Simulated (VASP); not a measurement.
The system is Mg.

```
Mg
1.0
     6.41860    0.00000    0.00000
    -3.20930    5.55867    0.00000
     0.00000    0.00000   10.42060
Mg
16
Direct
  0.16667 0.33333 0.12500
  0.16667 0.33333 0.62500
  0.16667 0.83333 0.12500
  0.16667 0.83333 0.62500
  0.66667 0.33333 0.12500
  0.66667 0.33333 0.62500
  0.66667 0.83333 0.12500
  0.66667 0.83333 0.62500
  0.33333 0.16667 0.37500
  0.33333 0.16667 0.87500
  0.33333 0.66667 0.37500
  0.33333 0.66667 0.87500
  0.83333 0.16667 0.37500
  0.83333 0.16667 0.87500
  0.83333 0.66667 0.37500
  0.83333 0.66667 0.87500
```

Base run:

| Item | Value |
| --- | --- |
| Program | VASP 6.6.1 |
| Functional | PBEsol |
| Potentials or basis | VASP PAW PBE potentials, release 64 (Mg) |
| Cutoff | 520 eV |
| k mesh | 6 × 6 × 4 |
| Occupations | fermi-dirac, width 0.05 eV |
| Spin | no spin polarisation |

Its results: band gap on the k mesh zero (bands 16 and 17 overlap by 1.61 eV); pressure -1.2 GPa.

Q: The run is repeated on the same cell with these changes: functional from PBEsol to LDA; potentials or basis from VASP PAW PBE potentials, release 64 (Mg) to VASP PAW LDA potentials, release 64 (Mg). What comes out?

A: Band gap on the k mesh zero (bands 16 and 17 overlap by 1.60 eV); pressure -2.8 GPa.

Caveats: the PAW data sets were made with another functional, which shifts forces and pressure a little (at least some runs).
